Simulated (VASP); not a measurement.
BaZrO3 (BaZrO3, measured cell):

```
Ba Zr O
1.0
     4.19134    0.00000    0.00000
     0.00000    4.19134    0.00000
     0.00000    0.00000    4.19134
Ba Zr O
1 1 3
Cartesian
  0.0000 0.0000 0.0000
  2.0957 2.0957 2.0957
  0.0000 2.0957 2.0957
  2.0957 0.0000 2.0957
  2.0957 2.0957 0.0000
```

| Property | Result |
| --- | --- |
| Program | VASP 6.6.1 |
| Task | relaxation of cell and atoms |
| Functional | PBE |
| Potentials or basis | VASP PAW PBE potentials, release 64 (Ba_sv, Zr_sv, O) |
| Cutoff | 600 eV |
| k mesh | 8 × 8 × 8 |
| Occupations | gaussian, width 0.01 eV |
| Spin | no spin polarisation |

At the start: pressure 4.9 GPa; volume 14.73 Å³/atom.

Q: Where does the relaxation end?

A: Over 3 steps the energy falls by 6.9 meV/atom and the volume is 15.19 Å³/atom (+3.2 %); space group Pm-3m (No. 221, to 0.05 Å).

The path:
| step | energy change (eV) | largest force (eV/Å) | pressure (GPa) | volume (Å³) |
| --- | --- | --- | --- | --- |
| 1 | 0.0000 | 0.0000 | 4.93 | 73.63 |
| 2 | 0.0049 | 0.0000 | -4.69 | 78.57 |
| 3 | -0.0347 | 0.0000 | -0.01 | 75.96 |

Final structure:
```xyz
5
Lattice="4.2351 0.0000 0.0000 0.0000 4.2351 0.0000 0.0000 0.0000 4.2351" Properties=species:S:1:pos:R:3 pbc="T T T"
Ba    0.0000    0.0000    0.0000
Zr    2.1175    2.1175    2.1175
O     0.0000    2.1175    2.1175
O     2.1175    0.0000    2.1175
O     2.1175    2.1175    0.0000
```
